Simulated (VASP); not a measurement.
Write the native input for VASP 6.6.1 that does the following.

| Property | Result |
| --- | --- |
| Task | single point |
| Functional | PBEsol |
| Dispersion | D3(BJ) |
| Potentials or basis | VASP PAW PBE potentials, release 64 (Ru_pv, Al) |
| Cutoff | 520 eV |
| k mesh | 9 × 9 × 9 |
| Occupations | fermi-dirac, width 0.05 eV |
| Spin | no spin polarisation |
| Dipole correction | no |
| Further INCAR settings | ALGO = Fast; EDIFF = 1e-06; NBANDS = 16 |

The structure of AlRu lies in POSCAR:

```
AlRu
1.0
    2.9916000000      0.0000000000      0.0000000000
    0.0000000000      2.9916000000      0.0000000000
    0.0000000000      0.0000000000      2.9916000000
Ru Al
1 1
Direct
    0.5000000000      0.5000000000      0.5000000000
    0.0000000000      0.0000000000      0.0000000000
```

One way to write it, as run:

INCAR

```
PREC = Accurate
ENCUT = 520
EDIFF = 1E-6
ISMEAR = -1
SIGMA = 0.05
LREAL = F
LASPH = T
NELM = 100
ALGO = Fast
ISIF = 2
LWAVE = F
LCHARG = F
GGA = PS
IVDW = 12
NBANDS = 16
```

KPOINTS

```
regular mesh
0
Gamma
  9 9 9
```

Potentials or basis: VASP PAW PBE potentials, release 64 (Ru_pv, Al).

Launch:

```bash
$ cat potpaw_PBE.64/Ru_pv/POTCAR potpaw_PBE.64/Al/POTCAR > POTCAR
$ mpirun -np 1 vasp_std > vasp.out
```

It gave:

```json
{
 "Pressure": "-9.2 GPa",
 "Dispersion energy per atom": "-0.487 eV"
}
```

Caveat: three body term missing; the PAW data sets were made with another functional, which shifts forces and pressure a little; pairwise dispersion overbinds metals, which lowers pressure and volume.

Wall time 4.7 s on 1 thread of Intel(R) Xeon(R) 6975P-C (Granite Rapids), on a shared host, peak memory 0.15 GiB.
